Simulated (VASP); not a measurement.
# Zr3S2 (R32) in VASP: single point with PBEsol

Aim: the single point of Zr3S2 with PBEsol.

Program: VASP 6.6.1. These are calculated values, not measurements. Logs are shortened: lines on timing, memory, paths and dates and some standing lists are left out, and cuts for length are marked.

## Step 1: The cell of the first run

It takes space group R32 (No. 155, trigonal). Conventional cell: a = 6.016 Å, b = 6.016 Å, c = 10.819 Å, α = 90.00°, β = 90.00°, γ = 120.00°. Within 3.7 Å of Zr (site symmetry 2) lie 4 S at 2.70 to 2.71 Å and 8 Zr at 3.45 to 3.61 Å. Within 3.6 Å of S (site symmetry 3) lie 6 Zr at 2.70 to 2.71 Å and 4 S at 3.47 to 3.57 Å.

## Step 2: Single point, PBEsol (strain +0.050 along x and y, +0.050 along z)

Contents of INCAR:

```
SYSTEM = Zr3S2
  PREC = Accurate
  ENCUT = 520
  EDIFF = 1E-6
  ISMEAR = 0
  SIGMA = 0.15
  LREAL = .False.
  LASPH = .True.
  NELM = 100
  ALGO = Fast
  ISIF = 2
  LWAVE = .False.
  LCHARG = .False.
  GGA = PS
  NBANDS = 32
```

Contents of KPOINTS:

```
Automatic mesh
0
Gamma
  12 12 12
  0 0 0
```

Contents of POSCAR:

```
Zr3S2
1.0
    3.0078015898      1.7365550576      3.6064325840
   -3.0078015898      1.7365550576      3.6064325840
    0.0000000000     -3.4731101151      3.6064325841
Zr S
3 2
Direct
    0.1618381745      0.8381618255      0.5000000000
    0.5000000000      0.1618381745      0.8381618255
    0.8381618255      0.5000000000      0.1618381745
    0.3349612447      0.3349612447      0.3349612447
    0.6650387553      0.6650387553      0.6650387553
```

Potentials or basis: VASP PAW PBE potentials, release 64 (Zr_sv, S).

On the command line:

```sh
$ cat potpaw_PBE.64/Zr_sv/POTCAR potpaw_PBE.64/S/POTCAR > POTCAR
$ mpirun -np 1 vasp_std > vasp.out
```

OUTCAR:

```text
SYSTEM = Zr3S2
   PREC = Accurate
   ENCUT = 520
   EDIFF = 1E-6
   ISMEAR = 0
   LREAL = .False.
   LASPH = .True.
   NELM = 100
   ISIF = 2
   GGA = PS

 ion  position               nearest neighbor table
   1  0.162  0.838  0.500-   4 2.70   5 2.70   5 2.71   4 2.71   3 3.45   2 3.45   3 3.45   2 3.45
                             3 3.52   2 3.52   2 3.61   3 3.61
   2  0.500  0.162  0.838-   5 2.70   4 2.70   5 2.71   4 2.71   3 3.45   3 3.45   1 3.45   1 3.45
                             1 3.52   3 3.52   3 3.61   1 3.61
   3  0.838  0.500  0.162-   4 2.70   5 2.70   4 2.71   5 2.71   2 3.45   2 3.45   1 3.45   1 3.45
                             1 3.52   2 3.52   2 3.61   1 3.61
   4  0.335  0.335  0.335-   3 2.70   1 2.70   2 2.70   1 2.71   3 2.71   2 2.71
   5  0.665  0.665  0.665-   2 2.70   1 2.70   3 2.70   1 2.71   2 2.71   3 2.71

  LATTYP: Found a trigonal (rhomboedric) cell.
 ALAT       =     5.0068802517
 COS(alpha) =     0.2782380958

  Lattice vectors:

 A1 = (   3.0078015898,   1.7365550576,   3.6064325840)
 A2 = (  -3.0078015898,   1.7365550576,   3.6064325840)
 A3 = (   0.0000000000,  -3.4731101151,   3.6064325841)

Analysis of symmetry for initial positions (statically):
=====================================================================
 Subroutine PRICEL returns:
 Original cell was already a primitive cell.

 Routine SETGRP: Setting up the symmetry group for a
 trigonal (rhombohedral) supercell.

 Subroutine GETGRP returns: Found  6 space group operations
 (whereof  6 operations were pure point group operations)
 out of a pool of 12 trial point group operations.

The static configuration has the point symmetry D_3 .

Analysis of symmetry for dynamics (positions and initial velocities):
=====================================================================
 Subroutine PRICEL returns:
 Original cell was already a primitive cell.

 Routine SETGRP: Setting up the symmetry group for a
 trigonal (rhombohedral) supercell.

 Subroutine GETGRP returns: Found  6 space group operations
 (whereof  6 operations were pure point group operations)
 out of a pool of 12 trial point group operations.

The dynamic configuration has the point symmetry D_3 .

 Subroutine INISYM returns: Found  6 space group operations
 (whereof  6 operations are pure point group operations),
 and found     1 'primitive' translations

----------------------------------------------------------------------------------------

                                     Primitive cell

  volume of cell :     113.0230

  direct lattice vectors                    reciprocal lattice vectors
     3.007801590  1.736555058  3.606432584     0.166234369  0.095975458  0.092427441
    -3.007801590  1.736555058  3.606432584    -0.166234369  0.095975458  0.092427441
     0.000000000 -3.473110115  3.606432584     0.000000000 -0.191950916  0.092427441

  length of vectors
     5.006880252  5.006880252  5.006880252     0.213044563  0.213044563  0.213044563

  position of ions in fractional coordinates (direct lattice)
     0.161838174  0.838161826  0.500000000
     0.500000000  0.161838174  0.838161826
     0.838161826  0.500000000  0.161838174
     0.334961245  0.334961245  0.334961245
     0.665038755  0.665038755  0.665038755

  ion indices of the primitive-cell ions
   primitive index   ion index
                 1           1
                 2           2
                 3           3
                 4           4
                 5           5

----------------------------------------------------------------------------------------

 KPOINTS: Automatic mesh

Automatic generation of k-mesh.
 Grid dimensions read from file:
 generate k-points for:   12   12   12

 Generating k-lattice:

  Cartesian coordinates                     Fractional coordinates (reciprocal lattice)
     0.013852864  0.007997955  0.007702287     0.083333333  0.000000000  0.000000000
    -0.013852864  0.007997955  0.007702287     0.000000000  0.083333333  0.000000000
     0.000000000 -0.015995910  0.007702287    -0.000000000 -0.000000000  0.083333333

  Length of vectors
     0.017753714  0.017753714  0.017753714

  Shift w.r.t. Gamma in fractional coordinates (k-lattice)
     0.000000000  0.000000000  0.000000000

 Subroutine IBZKPT returns following result:
 ===========================================

 Found    189 irreducible k-points:

 Following reciprocal coordinates:
            Coordinates               Weight
  0.000000  0.000000  0.000000      1.000000
  0.083333  0.000000  0.000000      6.000000
  0.166667  0.000000  0.000000      6.000000
  0.250000  0.000000  0.000000      6.000000
  0.333333  0.000000  0.000000      6.000000
  0.416667  0.000000 -0.000000      6.000000
[... 16 lines left out ...]
  0.500000  0.166667 -0.000000     12.000000
 -0.416667  0.166667  0.000000     12.000000
 [... further k-points ...]
   k-points           NKPTS =    189   k-points in BZ     NKDIM =    189   number of bands    NBANDS=     32
   number of dos      NEDOS =    301   number of ions     NIONS =      5
   total plane-waves  NPLWV =  64000
   dimension x,y,z NGX =    40 NGY =   40 NGZ =   40
   dimension x,y,z NGXF=    80 NGYF=   80 NGZF=   80
   ions per type =               3   2
   NGX,Y,Z   is equivalent  to a cutoff of  13.28, 13.28, 13.28 a.u.
   NGXF,Y,Z  is equivalent  to a cutoff of  26.56, 26.56, 26.56 a.u.
 SYSTEM =  Zr3S2
   PREC   = accura    normal or accurate (medium, high low for compatibility)
   ISTART =      0    job   : 0-new  1-cont  2-samecut
   ICHARG =      2    charge: 1-file 2-atom 10-const
   ISPIN  =      1    spin polarized calculation?
   LNONCOLLINEAR =      F non collinear calculations
   LSORBIT =      F    spin-orbit coupling
   LASPH  =      T    aspherical Exc in radial PAW
   ENCUT  =  520.0 eV  38.22 Ry    6.18 a.u.   9.31  9.31  9.31*2*pi/ulx,y,z
   NELM   =    100;   NELMIN=  2; NELMDL= -5     # of ELM steps
   EDIFF  = 0.1E-05   stopping-criterion for ELM
   LREAL  =      F    real-space projection
   EDIFFG = 0.1E-04   stopping-criterion for IOM
   NSW    =      0    number of steps for IOM
   IBRION =     -1    ionic relax: 0-MD 1-quasi-New 2-CG
   NFREE  =      0    steps in history (QN), initial steepest desc. (CG)
   ISIF   =      2    stress and relaxation
   ISYM   =      2    0-nonsym 1-usesym 2-fastsym
   POTIM  = 0.5000    time-step for ionic-motion
   TEBEG  =    0.0;   TEEND  =   0.0 temperature during run
   PSTRESS=    0.0 pullay stress
   NELECT =      48.0000    total number of electrons
   NUPDOWN=      -1.0000    fix difference up-down
   EMIN   =  10.00;   EMAX   =-10.00  energy-range for DOS
   EFERMI =   0.00;   METHOD = LEGACY
   ISMEAR =     0;   SIGMA  =   0.15  broadening in eV -4-tet -1-fermi 0-gaus
   EFERMI_NEDOS =   21; number of points for ismear=-14 and -15
   IALGO  =     68    algorithm
   IMIX   =      4    mixing-type and parameters
     AMIX     =   0.40;   BMIX     =  1.00
     AMIX_MAG =   1.60;   BMIX_MAG =  1.00
  volume/ion in A,a.u.               =      22.60       152.54
  Fermi-wavevector in a.u.,A,eV,Ry     =   1.230551  2.325404 20.602703  1.514256
  Thomas-Fermi vector in A             =   2.365395
   LORBIT       =      0    0 simple, 1 ext, 2 COOP (PROOUT), +10 PAW based schemes
   GGA     = PS    functional components
   LHFCALC =     F    Hartree Fock is set to
   AEXX    =    0.0000 exact exchange contribution
   IVDW    =     0    specifies the selected vdW correction
   LEPSILON=     F    determine dielectric tensor
   LRPA    =     F    only Hartree local field effects (RPA)
 non-spin polarized calculation
 RMM-DIIS sequential band-by-band and
 Gauss-broadening in eV      SIGMA  =   0.15
  energy-cutoff  :      520.00
  volume of cell :      113.02
 maximum number of plane-waves:      3070
 NGX is ok and might be reduce to    40
   NGX = 19   NGY = 19   NGZ = 19

 number of electron      48.0000000 magnetization

 Free energy of the ion-electron system (eV)
  ---------------------------------------------------
  ext. energy  EPLUGINS =         0.00000000
  ---------------------------------------------------
  free energy    TOTEN  =       -41.19681006 eV

  energy without entropy =      -41.16701095  energy(sigma->0) =      -41.18191051

 E-fermi :   7.6292     XC(G=0): -10.5701

 val. band max:        7.6286878963   @ k =   0.5000   0.1667   0.1667
 cond. band min:       7.6321770331   @ k =   0.4167   0.1667   0.0833
 fundamental gap:      0.0034891369
 Fermi energy:         7.6291561769

 k-point     1 :       0.0000    0.0000    0.0000
  band No.  band energies     occupation
      1     -41.6752      2.00000
      2     -41.6269      2.00000
      3     -41.6269      2.00000
      4     -19.8087      2.00000
      5     -19.8087      2.00000
      6     -19.7691      2.00000
[... 24 lines left out ...]
     31      10.4721      0.00000
     32      10.4751      0.00000

 k-point     2 :       0.0833    0.0000    0.0000
  band No.  band energies     occupation
      1     -41.6743      2.00000
      2     -41.6282      2.00000
      3     -41.6265      2.00000
      4     -19.8227      2.00000
      5     -19.7977      2.00000
      6     -19.7781      2.00000
[... 24 lines left out ...]
     31      10.4566      0.00000
     32      10.6166      0.00000

 k-point     3 :       0.1667    0.0000    0.0000
  band No.  band energies     occupation
      1     -41.6717      2.00000
      2     -41.6306      2.00000
      3     -41.6267      2.00000
      4     -19.8368      2.00000
      5     -19.8015      2.00000
      6     -19.7920      2.00000
[... 24 lines left out ...]
     31      10.4162      0.00000
     32      10.7004      0.00000

 k-point     4 :       0.2500    0.0000    0.0000
  band No.  band energies     occupation
      1     -41.6677      2.00000
      2     -41.6341      2.00000
      3     -41.6272      2.00000
      4     -19.8489      2.00000
      5     -19.8173      2.00000
      6     -19.7953      2.00000
[... 654 lines left out ...]
     31      10.4798      0.00000
     32      10.7783      0.00000

 k-point    23 :       0.5000    0.1667   -0.0000
  band No.  band energies     occupation
      1     -41.6524      2.00000
      2     -41.6456      2.00000
      3     -41.6308      2.00000
      4     -19.8674      2.00000
      5     -19.8218      2.00000
      6     -19.8078      2.00000
[... 24 lines left out ...]
     31      10.3878      0.00000
     32      10.7584      0.00000

 k-point    24 :      -0.4167    0.1667    0.0000
  band No.  band energies     occupation
      1     -41.6513      2.00000
      2     -41.6460      2.00000
      3     -41.6315      2.00000
      4     -19.8607      2.00000
      5     -19.8263      2.00000
      6     -19.8019      2.00000
[... 24 lines left out ...]
     31      10.2563      0.00000
     32      10.7349      0.00000

 [... further k-points ...]
[... 5 lines left out ...]
  --------------------------------------------------------------------------------------
  -------------------------------------------------------------------------------------
  Total       -9.6887453     -9.6887453    -10.2548031      0.0000000      0.0000000     -0.0000000
  in kB     -137.3445120   -137.3445120   -145.3687646      0.0000000      0.0000000     -0.0000000
  external PRESSURE =    -140.0192629 kB  Pullay stress =       0.0000000 kB

 VOLUME and BASIS-vectors are now :
 -----------------------------------------------------------------------------
  energy-cutoff  :      520.00
  volume of cell :      113.02
      direct lattice vectors                 reciprocal lattice vectors
     3.007801590  1.736555058  3.606432584     0.166234369  0.095975458  0.092427441
    -3.007801590  1.736555058  3.606432584    -0.166234369  0.095975458  0.092427441
     0.000000000 -3.473110115  3.606432584     0.000000000 -0.191950916  0.092427441

 POSITION                                       TOTAL-FORCE (eV/Angst)
 -----------------------------------------------------------------------------------
     -2.03425      0.00000      5.40965         0.304405     -0.000000      0.000000
      1.01712     -1.76171      5.40965        -0.152202      0.263622     -0.000000
      1.01712      1.76171      5.40965        -0.152202     -0.263622      0.000000
      0.00000      0.00000      3.62405        -0.000000     -0.000000     -0.027727
      0.00000      0.00000      7.19525        -0.000000      0.000000      0.027727
 -----------------------------------------------------------------------------------
    total drift:                               -0.000000     -0.000000      0.000000

  FREE ENERGIE OF THE ION-ELECTRON SYSTEM (eV)
  ---------------------------------------------------
  free  energy   TOTEN  =       -41.1968100626 eV

  energy  without entropy=      -41.1670109535  energy(sigma->0) =      -41.18191051
```

Wall time 21 min (1 thread of Oxide Virtual Turin-like, shared host); peak memory 0.6 GiB.

Results:

| Property | Result |
| --- | --- |
| Free energy | -41.1968 eV |
| Pressure | -14.0 GPa |
| Largest force | 0.304 eV/Å |
| Band gap on the k mesh | zero (bands 24 and 25 overlap by 0.31 eV) |

Forces in eV/Å, atoms in the order of the input:
```
Zr   0.304  0.000  0.000
Zr  -0.152  0.264  0.000
Zr  -0.152 -0.264  0.000
S    0.000  0.000 -0.028
S    0.000  0.000  0.028
```

Caveat: the cell differs from its parent crystal (strain +0.050 along x and y, +0.050 along z); the cell stands under tension; the PAW data sets were made with another functional, which shifts forces and pressure a little.
